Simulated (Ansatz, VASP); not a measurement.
**One calculation of LiNbO3, two programs**

```
CELL_PARAMETERS angstrom
2.59129 1.49608 4.54922
-2.59129 1.49608 4.54922
0.00000 -2.99217 4.54922
ATOMIC_POSITIONS crystal
Li 0.75000 0.75000 0.75000
Li 0.25000 0.25000 0.25000
Nb 0.50000 0.50000 0.50000
Nb 0.00000 0.00000 0.00000
O 0.62957 0.87043 0.25000
O 0.25000 0.62957 0.87043
O 0.87043 0.25000 0.62957
O 0.37043 0.12957 0.75000
O 0.75000 0.37043 0.12957
O 0.12957 0.75000 0.37043
```

Alike in both runs: task single point; functional PBEsol; k mesh 6 × 6 × 6; occupations gaussian, width 0.02 eV; no spin polarisation.

|  | VASP | Ansatz |
| --- | --- | --- |
| version | VASP 6.6.1 | Ansatz 0.2.0 |
| potentials or method | VASP PAW PBE potentials, release 64 (Li_sv, Nb_sv, O), cutoff 750 eV | scalar-relativistic, plane waves, PAW |
| valence electrons in the cell | 68 | 68 |

```csv
,VASP,Ansatz,Ansatz less VASP
gap on the k mesh at the Fermi level (eV),2.54,2.56,+0.016
least direct gap on the mesh (eV),2.64,2.65,+0.009
pressure (GPa),-0.4,0.0,+0.43
rms of the force components (eV/Å),0.010,0.000,-0.0099
```

VASP's potentials were made for PBE, not for PBEsol, and Ansatz warns of the same on its side. Atom by atom the forces differ by 0.010 eV/Å (rms over components).
